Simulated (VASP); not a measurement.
Here is a VASP 6.6.1 calculation.

Contents of INCAR:

```
SYSTEM = LiH
ALGO     = Normal         ! electronic algorithm
EDIFF    = 1E-6           ! SCF threshold, eV
ENCUT    = 520            ! plane-wave cutoff, eV
GGA      = PS             ! functional
ISIF     = 2              ! what is computed and relaxed
ISMEAR   = 0              ! smearing method
LASPH    = .True.         ! aspherical terms in the spheres
LCHARG   = .False.        ! write CHGCAR
LREAL    = .False.        ! projectors in reciprocal space
LWAVE    = .False.        ! write WAVECAR
NBANDS   = 9              ! bands
NELM     = 100            ! most SCF steps
PREC     = Accurate       ! precision mode
SIGMA    = 0.05           ! smearing width, eV
```

The input KPOINTS:

```
k-points
0
Gamma
  14 14 14
  0 0 0
```

The input POSCAR:

```
LiH
1.0
    0.0000000000      2.0161506120      2.0161506120
    2.0161506120      0.0000000000      2.0161506120
    2.0161506120      2.0161506120      0.0000000000
Li H
1 1
Direct
    0.0000000000      0.0000000000      0.0000000000
    0.5000000000      0.5000000000      0.5000000000
```

Potentials or basis: VASP PAW PBE potentials, release 64 (Li_sv, H).

Run with:

```sh
$ cat potpaw_PBE.64/Li_sv/POTCAR potpaw_PBE.64/H/POTCAR > POTCAR
$ mpirun -np 1 vasp_std > vasp.out
```

Q: Predict the band gap on the k mesh.

A: 2.76 eV, direct.

 A k mesh can miss the band edges.
